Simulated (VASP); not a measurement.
# Ga2As2H7 in VASP: further runs

Runs on Ga2As2H7. Level: PBE. Tasks: single point.

Everything below comes from runs of VASP 6.6.1. Logs are shortened: lines on timing, memory, paths and dates and some standing lists are left out, and cuts for length are marked.

### Step 1. The cell of the first run

The cell holds a wire or tube with vacuum around it, 22 atoms: a = 14.300 Å, b = 15.900 Å, c = 9.954 Å, α = 90.00°, β = 90.00°, γ = 90.00°.

### Step 2. Single point, PBE

INCAR

```
PREC = Accurate
ENCUT = 520
EDIFF = 1E-7
ISMEAR = 0
SIGMA = 0.05
LREAL = Auto
LASPH = T
NELM = 60
ALGO = Normal
ISIF = 2
LWAVE = F
LCHARG = F
GGA = PE
NBANDS = 60
```

KPOINTS

```
Automatic mesh
0
Gamma
  1 1 6
```

POSCAR

```
Ga2As2H7
1.0
   14.3000000000      0.0000000000      0.0000000000
    0.0000000000     15.9000000000      0.0000000000
    0.0000000000      0.0000000000      9.9536526944
Ga As H
4 4 14
Direct
    0.6120857223      0.5000000000     -0.0076675616
    0.3983281323      0.5000000000      0.3264296541
    0.5042585294      0.6386725236      0.6880990195
    0.5042585294      0.3613274764      0.6880990195
    0.4809123843      0.3804984200      0.4348182864
    0.4809123843      0.6195015800      0.4348182864
    0.4456240894      0.5000000000      0.0868249317
    0.5724368311      0.5000000000      0.7489264111
    0.6507629630      0.5868675654      0.0402127318
    0.6507629630      0.4131324346      0.0402127318
    0.4414699827      0.3018517830      0.3687878687
    0.5752995945      0.3775305502      0.3648427925
    0.2910279676      0.5000000000      0.3544963727
    0.4414699827      0.6981482170      0.3687878687
    0.5752995945      0.6224694498      0.3648427925
    0.4019531544      0.6434270951      0.7428717000
    0.5789897157      0.7097641045      0.6999238188
    0.3881816847      0.4289310183      0.0266254573
    0.3881816847      0.5710689817      0.0266254573
    0.4019531544      0.3565729049      0.7428717000
    0.5789897157      0.2902358955      0.6999238188
    0.6698065910      0.5000000000      0.6870172726
```

Potentials or basis: VASP PAW PBE potentials, release 64 (Ga_d, As, H).

The run is started by

```bash
cat potpaw_PBE.64/Ga_d/POTCAR potpaw_PBE.64/As/POTCAR potpaw_PBE.64/H/POTCAR > POTCAR
mpirun -np 1 vasp_std > vasp.out
```

OUTCAR:

```text
PREC = Accurate
   ENCUT = 520
   EDIFF = 1E-7
   ISMEAR = 0
   LREAL = Auto
   LASPH = T
   NELM = 60
   ISIF = 2
   GGA = PE

 ion  position               nearest neighbor table
   1  0.612  0.500  0.992-   9 1.56  10 1.56   8 2.49   7 2.56
   2  0.398  0.500  0.326-  13 1.56   7 2.48   5 2.48   6 2.48
   3  0.504  0.639  0.688-  17 1.56  16 1.56   8 2.49   6 2.56
   4  0.504  0.361  0.688-  21 1.56  20 1.56   8 2.49   5 2.56
   5  0.481  0.380  0.435-  12 1.52  11 1.52   2 2.48   4 2.56
   6  0.481  0.620  0.435-  15 1.52  14 1.52   2 2.48   3 2.56
   7  0.446  0.500  0.087-  18 1.52  19 1.52   2 2.48   1 2.56
   8  0.572  0.500  0.749-  22 1.52   4 2.49   3 2.49   1 2.49
   9  0.651  0.587  0.040-   1 1.56
  10  0.651  0.413  0.040-   1 1.56
  11  0.441  0.302  0.369-   5 1.52
  12  0.575  0.378  0.365-   5 1.52
  13  0.291  0.500  0.354-   2 1.56
  14  0.441  0.698  0.369-   6 1.52
  15  0.575  0.622  0.365-   6 1.52
  16  0.402  0.643  0.743-   3 1.56
  17  0.579  0.710  0.700-   3 1.56
  18  0.388  0.429  0.027-   7 1.52
  19  0.388  0.571  0.027-   7 1.52
  20  0.402  0.357  0.743-   4 1.56
  21  0.579  0.290  0.700-   4 1.56
  22  0.670  0.500  0.687-   8 1.52

  LATTYP: Found a simple orthorhombic cell.
 ALAT       =     9.9536526944
 B/A-ratio  =     1.4366585252
 C/A-ratio  =     1.5974035350

  Lattice vectors:

 A1 = (   0.0000000000,   0.0000000000,   9.9536526944)
 A2 = (  14.3000000000,   0.0000000000,   0.0000000000)
 A3 = (   0.0000000000,  15.9000000000,   0.0000000000)

Analysis of symmetry for initial positions (statically):
=====================================================================
 Subroutine PRICEL returns:
 Original cell was already a primitive cell.

 Routine SETGRP: Setting up the symmetry group for a
 simple orthorhombic supercell.

 Subroutine GETGRP returns: Found  2 space group operations
 (whereof  2 operations were pure point group operations)
 out of a pool of  8 trial point group operations.

The static configuration has the point symmetry C_1h.

Analysis of symmetry for dynamics (positions and initial velocities):
=====================================================================
 Subroutine PRICEL returns:
 Original cell was already a primitive cell.

 Routine SETGRP: Setting up the symmetry group for a
 simple orthorhombic supercell.

 Subroutine GETGRP returns: Found  2 space group operations
 (whereof  2 operations were pure point group operations)
 out of a pool of  8 trial point group operations.
[... 125 lines left out ...]
   NFREE  =      0    steps in history (QN), initial steepest desc. (CG)
   ISIF   =      2    stress and relaxation
   ISYM   =      2    0-nonsym 1-usesym 2-fastsym
   POTIM  = 0.5000    time-step for ionic-motion
   TEBEG  =    0.0;   TEEND  =   0.0 temperature during run
   PSTRESS=    0.0 pullay stress
   NELECT =      86.0000    total number of electrons
   NUPDOWN=      -1.0000    fix difference up-down
   EMIN   =  10.00;   EMAX   =-10.00  energy-range for DOS
   EFERMI =   0.00;   METHOD = LEGACY
   ISMEAR =     0;   SIGMA  =   0.05  broadening in eV -4-tet -1-fermi 0-gaus
   EFERMI_NEDOS =   21; number of points for ismear=-14 and -15
   IALGO  =     38    algorithm
   IMIX   =      4    mixing-type and parameters
     AMIX     =   0.40;   BMIX     =  1.00
     AMIX_MAG =   1.60;   BMIX_MAG =  1.00
  volume/ion in A,a.u.               =     102.87       694.21
  Fermi-wavevector in a.u.,A,eV,Ry     =   0.550388  1.040083  4.121574  0.302927
  Thomas-Fermi vector in A             =   1.581934
   LORBIT       =      0    0 simple, 1 ext, 2 COOP (PROOUT), +10 PAW based schemes
   GGA     = PE    functional components
   LHFCALC =     F    Hartree Fock is set to
   AEXX    =    0.0000 exact exchange contribution
   IVDW    =     0    specifies the selected vdW correction
   LEPSILON=     F    determine dielectric tensor
   LRPA    =     F    only Hartree local field effects (RPA)
 non-spin polarized calculation
 Gauss-broadening in eV      SIGMA  =   0.05
  energy-cutoff  :      520.00
  volume of cell :     2263.16
 maximum number of plane-waves:     60971
 NGX is ok and might be reduce to   108
   NGX = 53   NGY = 59   NGZ = 37

 number of electron      85.9999980 magnetization

 Free energy of the ion-electron system (eV)
  ---------------------------------------------------
  ext. energy  EPLUGINS =         0.00000000
  ---------------------------------------------------
  free energy    TOTEN  =       -76.07997248 eV

  energy without entropy =      -76.07997248  energy(sigma->0) =      -76.07997248

 E-fermi :  -5.1077     XC(G=0):  -1.7250

 val. band max:       -5.3457104869   @ k =   0.0000   0.0000   0.0000
 cond. band min:      -1.3983348401   @ k =   0.0000   0.0000   0.5000
 fundamental gap:      3.9473756469
 Fermi energy:        -5.1077054787

 k-point     1 :       0.0000    0.0000    0.0000
  band No.  band energies     occupation
      1     -18.7435      2.00000
      2     -18.7323      2.00000
      3     -18.6974      2.00000
      4     -18.6207      2.00000
      5     -18.6135      2.00000
      6     -18.1855      2.00000
[... 221 lines left out ...]
     54       0.4236      0.00000
     55       0.4772      0.00000
 [bands above 55 left out]

------------------------ aborting loop because EDIFF is reached ----------------------------------------

  FORCE on cell =-STRESS in cart. coord.  units (eV):
  Direction    XX          YY          ZZ          XY          YZ          ZX
  --------------------------------------------------------------------------------------
  -------------------------------------------------------------------------------------
  Total        0.0344877      0.1219042      0.1714519      0.0000000      0.0000000     -0.0220818
  in kB        0.0244151      0.0863005      0.1213772      0.0000000      0.0000000     -0.0156325
  external PRESSURE =       0.0773643 kB  Pullay stress =       0.0000000 kB

 VOLUME and BASIS-vectors are now :
 -----------------------------------------------------------------------------
  energy-cutoff  :      520.00
  volume of cell :     2263.16
      direct lattice vectors                 reciprocal lattice vectors
    14.300000000  0.000000000  0.000000000     0.069930070  0.000000000  0.000000000
     0.000000000 15.900000000  0.000000000     0.000000000  0.062893082  0.000000000
     0.000000000  0.000000000  9.953652694     0.000000000  0.000000000  0.100465631

 POSITION                                       TOTAL-FORCE (eV/Angst)
 -----------------------------------------------------------------------------------
      8.75283      7.95000      9.87733         0.030302     -0.000000      0.022057
      5.69609      7.95000      3.24917        -0.039363     -0.000000      0.021515
      7.21090     10.15489      6.84910        -0.009484      0.025169      0.006619
      7.21090      5.74511      6.84910        -0.009484     -0.025169      0.006619
      6.87705      6.04992      4.32803        -0.032697      0.044462      0.079645
      6.87705      9.85008      4.32803        -0.032697     -0.044462      0.079645
[... 14 lines left out ...]
      8.27955      4.61475      6.96680        -0.021243      0.019052     -0.003087
      9.57823      7.95000      6.83833         0.071759     -0.000000     -0.030965
 -----------------------------------------------------------------------------------
    total drift:                                0.004720      0.000000      0.008518

  FREE ENERGIE OF THE ION-ELECTRON SYSTEM (eV)
  ---------------------------------------------------
  free  energy   TOTEN  =       -76.0799724808 eV

  energy  without entropy=      -76.0799724808  energy(sigma->0) =      -76.07997248
```

It took 15 min on 1 thread of Intel Xeon 6975P-C (Granite Rapids), shared host; peak memory 1.8 GiB.

What came out:

| Property | Result |
| --- | --- |
| Free energy | -76.0800 eV |
| Largest force | 0.097 eV/Å |
| Band gap on the k mesh | 3.95 eV (least direct gap 4.06 eV) |

Forces on the atoms (eV/Å):
```
Ga   0.030  0.000  0.022
Ga  -0.039  0.000  0.022
Ga  -0.009  0.025  0.007
Ga  -0.009 -0.025  0.007
As  -0.033  0.044  0.080
As  -0.033 -0.044  0.080
As   0.085  0.000  0.037
As  -0.075  0.000  0.032
H   -0.006 -0.012 -0.004
H   -0.006  0.012 -0.004
H   -0.028 -0.065 -0.032
H    0.059 -0.001 -0.043
H    0.039  0.000 -0.005
H   -0.028  0.065 -0.032
H    0.059  0.001 -0.043
H    0.030 -0.002 -0.010
H   -0.021 -0.019 -0.003
H   -0.047 -0.057 -0.033
H   -0.047  0.057 -0.033
H    0.030  0.002 -0.010
H   -0.021  0.019 -0.003
H    0.072  0.000 -0.031
```

Levels at points of the mesh, in eV from the valence-band top:
```tsv
k point	band 40	band 41	band 42	band 43	band 44	band 45	band 46	band 47
(0.00, 0.00, 0.00)	-0.70	-0.65	-0.19	0.00	4.06	4.21	4.52	4.62
(0.00, 0.00, 0.50)	-0.69	-0.54	-0.20	-0.19	3.95	4.08	4.46	4.64
```

### Step 3. Single point, PBE

INCAR

```
SYSTEM = Ga2As2H7
ALGO = Normal
EDIFF = 1E-6
ENCUT = 520
GGA = PE
ISIF = 2
ISMEAR = 0
LASPH = .True.
LCHARG = .True.
LELF = .True.
LREAL = Auto
LVHAR = .True.
LWAVE = .False.
NBANDS = 60
NELM = 60
PREC = Accurate
SIGMA = 0.05
```

KPOINTS

```
k-points
0
Gamma
  1 1 6
  0 0 0
```

POSCAR

```
Ga2As2H7
1.0
   14.3000000000      0.0000000000      0.0000000000
    0.0000000000     15.9000000000      0.0000000000
    0.0000000000      0.0000000000      9.9512979674
Ga As H
4 4 14
Direct
    0.5836602754      0.5000000000      0.0000000000
    0.4196362597      0.5000000000      0.3333333333
    0.5016482676      0.6277547290      0.6666666667
    0.5016482676      0.3722452710      0.6666666667
    0.5016482676      0.3722452710      0.4166666667
    0.5016482676      0.6277547290      0.4166666667
    0.4196362597      0.5000000000      0.0833333333
    0.5836602754      0.5000000000      0.7500000000
    0.6354158766      0.5806226184      0.0525894547
    0.6354158766      0.4193773816      0.0525894547
    0.4515409339      0.2941902519      0.3657520354
    0.6018629349      0.3722452710      0.3657520354
    0.3161250572      0.5000000000      0.3859227880
    0.4515409339      0.7058097481      0.3657520354
    0.6018629349      0.6277547290      0.3657520354
    0.3981370651      0.6277547290      0.7192561213
    0.5534038688      0.7083773474      0.7192561213
    0.3695289260      0.4219449809      0.0324187021
    0.3695289260      0.5780550191      0.0324187021
    0.3981370651      0.3722452710      0.7192561213
    0.5534038688      0.2916226526      0.7192561213
    0.6838749428      0.5000000000      0.6990853687
```

Potentials or basis: VASP PAW PBE potentials, release 64 (Ga_d, As, H).

The run is started by

```bash
cat potpaw_PBE.64/Ga_d/POTCAR potpaw_PBE.64/As/POTCAR potpaw_PBE.64/H/POTCAR > POTCAR
mpirun -np 1 vasp_std > vasp.out
```

It took 15 min on 1 thread of Intel Xeon 6975P-C (Granite Rapids), shared host; peak memory 1.8 GiB.

The run converged. Its results:

- Free energy: -75.2584 eV
- Largest force: 0.956 eV/Å
- Band gap on the k mesh: 3.37 eV

Forces on the atoms (eV/Å):
```
Ga   0.770  0.000  0.037
Ga  -0.470  0.000 -0.215
Ga   0.161  0.438  0.835
Ga   0.161 -0.438  0.835
As  -0.141  0.762  0.493
As  -0.141 -0.762  0.493
As   0.895  0.000  0.119
As  -0.760  0.000 -0.489
H   -0.278  0.226 -0.015
H   -0.278 -0.226 -0.015
H    0.319  0.009 -0.281
H   -0.182 -0.354 -0.257
H    0.147  0.000  0.067
H    0.319 -0.009 -0.281
H   -0.182  0.354 -0.257
H   -0.112 -0.284 -0.233
H    0.207  0.048 -0.229
H   -0.300  0.304 -0.108
H   -0.300 -0.304 -0.108
H   -0.112  0.284 -0.233
H    0.207 -0.048 -0.229
H    0.068  0.000  0.074
```

Levels at points of the mesh, in eV from the valence-band top:
| k point | band 39 | band 40 | band 41 | band 42 | band 43 | band 44 | band 45 | band 46 | band 47 | band 48 |
| --- | --- | --- | --- | --- | --- | --- | --- | --- | --- | --- |
| (0.00, 0.00, 0.00) | -0.95 | -0.82 | -0.61 | -0.28 | -0.01 | 3.55 | 4.04 | 4.05 | 4.28 | 4.46 |
| (0.00, 0.00, 0.50) | -0.87 | -0.78 | -0.64 | -0.39 | 0.00 | 3.37 | 3.81 | 4.15 | 4.24 | 4.65 |
